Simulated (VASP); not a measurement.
Sn, 2 atoms in the cell. Symmetry: Fd-3m, No. 227, cubic system. Conventional cell: a = 6.575 Å, b = 6.575 Å, c = 6.575 Å, α = 90.00°, β = 90.00°, γ = 90.00°. Sn (site symmetry -43m) has 4 Sn at 2.85 Å within 3.8 Å. 

```yaml
Program: VASP 6.6.1
Task: single point
Functional: r2SCAN
Potentials_or_basis: VASP PAW PBE potentials, release 64 (Sn_d)
Cutoff: 520 eV
k_mesh: 5 × 5 × 5
Occupations: fermi-dirac, width 0.05 eV
Spin: no spin polarisation
Dipole_correction: no
Further_INCAR_settings: ALGO = Normal; EDIFF = 1e-06; NBANDS = 21
```

Potentials or basis: VASP PAW PBE potentials, release 64 (Sn_d).

Command:

```console
$ cat potpaw_PBE.64/Sn_d/POTCAR > POTCAR
$ cp INCAR.step1 INCAR
$ mpirun -np 1 vasp_std > vasp.out
$ cp INCAR.step2 INCAR
$ mpirun -np 1 vasp_std > vasp.out
```

Hardware: 1 thread of AMD EPYC 7R13, on a shared host.

Problem. Estimate the wall time of this run.

Solution. Wall time 110 s on 1 thread of AMD EPYC 7R13 (shared host), peak memory 0.18 GiB. Counts: k points 10.
